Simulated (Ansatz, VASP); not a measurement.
## One calculation of BePd, two programs

```
Be Pd
1.0
     2.77308    0.00000    0.00000
     0.00000    2.77267   -0.00003
     0.00000   -0.00003    2.77303
Be Pd
1 1
Direct
  0.00049 0.99983 0.00039
  0.50049 0.49985 0.50040
```

Alike in both runs: functional LDA; k mesh 12 × 12 × 12; occupations fermi-dirac, width 0.05 eV; no spin polarisation.

Ansatz relaxed the structure, and its values are those at the end. VASP's run is a single point on that final structure, the one shown.

|  | VASP | Ansatz |
| --- | --- | --- |
| version | VASP 6.6.1 | Ansatz 0.2.0 |
| potentials or method | VASP PAW LDA potentials, release 64 (Be, Pd) | PAW with Ansatz's default frozen-core files, scalar-relativistic |
| plane-wave cutoff (eV) | 520 | 420 |
| valence electrons in the cell | 12 | 20 |

|  | VASP | Ansatz | Ansatz less VASP |
| --- | --- | --- | --- |
| pressure (GPa) | 0.7 | 0.0 | -0.69 |

LDA's correlation is that of Perdew and Zunger in VASP and of Perdew and Wang (1992) in Ansatz. VASP's potentials hold 12 valence electrons a cell and Ansatz's 20, so a difference there can come from the potentials and not from the codes. Ansatz's warnings: displaced walk ended near start symmetry, relaxation start displaced.
